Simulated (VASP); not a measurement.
A run of VASP 6.6.1 is set up as follows.

File INCAR:

```
ALGO = Normal
DIPOL = 0.5 0.5 0.500
EDIFF = 1E-6
ENCUT = 400
GGA = PS
GGA_COMPAT = False
IDIPOL = 3
ISIF = 2
ISMEAR = 1
LASPH = True
LCHARG = False
LDIPOL = True
LREAL = False
LWAVE = False
NBANDS = 43
NELM = 120
NELMDL = -8
PREC = Accurate
SIGMA = 0.1
```

Contents of KPOINTS:

```
k-points
0
Gamma
  8 12 1
```

POSCAR

```
W
1.0
    4.4608020640      0.0000000000      0.0000000000
    0.0000000000      2.7316722250      0.0000000000
    0.0000000000      0.0000000000     21.1508905450
W
5
Direct
    0.0000000000      0.0000000000      0.3782346650
    0.5000000000      0.3333333333      0.4391173325
    0.0000000000      0.6666666667      0.5000000000
    0.5000000000      1.0000000000      0.5608826675
    0.0000000000      0.3333333333      0.6217653350
```

Potentials or basis: VASP PAW PBE potentials, release 64 (W_sv).

Command:

```bash
$ cat potpaw_PBE.64/W_sv/POTCAR > POTCAR
$ mpirun -np 1 vasp_std > vasp.out
```

Problem. What does it give for the largest force?

Solution. 1.908 eV/Å.

Problem. Predict the band gap on the k mesh.

Solution. Zero (bands 35 and 36 overlap by 1.28 eV).

Forces in eV/Å, atoms in the order of the input:
```
W    0.000 -0.278  1.888
W    0.000 -0.034 -0.771
W    0.000  0.000  0.000
W    0.000  0.034  0.771
W    0.000  0.278 -1.888
```

Caveat: the PAW data sets were made with another functional, which shifts forces and pressure a little; spin-orbit coupling is left out, which moves the levels of the heavy elements.
